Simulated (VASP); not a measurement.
A run of VASP 6.6.1 is set up as follows.

INCAR

```
SYSTEM = Ta
PREC = Accurate
ENCUT = 500
EDIFF = 1E-6
ISMEAR = -1
SIGMA = 0.05
LREAL = .False.
LASPH = .True.
NELM = 120
ALGO = Normal
ISIF = 2
LWAVE = .False.
LCHARG = .True.
LELF = .True.
LVHAR = .True.
NBANDS = 20
GGA_COMPAT = .False.
```

Contents of KPOINTS:

```
regular mesh
0
Gamma
  11 11 5
  0 0 0
```

POSCAR

```
Ta
1.0
    2.9003720726      0.0000000000      0.0000000000
   -1.4501860363      2.5117958953      0.0000000000
    0.0000000000      0.0000000000      5.1662740000
Ta
2
Direct
    0.3333333333      0.6666666667      0.2500000000
    0.6666666667      0.3333333333      0.7500000000
```

Potentials or basis: VASP PAW LDA potentials, release 64 (Ta_sv_GW).

Launch:

```console
$ cat potpaw_LDA.64/Ta_sv_GW/POTCAR > POTCAR
$ mpirun -np 1 vasp_std > vasp.out
```

(1) What does it give for the pressure?

(2) Predict the band gap on the k mesh.

## Answers

(1) -12.4 GPa.

(2) zero (bands 13 and 14 overlap by 1.53 eV).

Caveat: the cell stands under tension; spin-orbit coupling is left out, which moves the levels of the heavy elements.
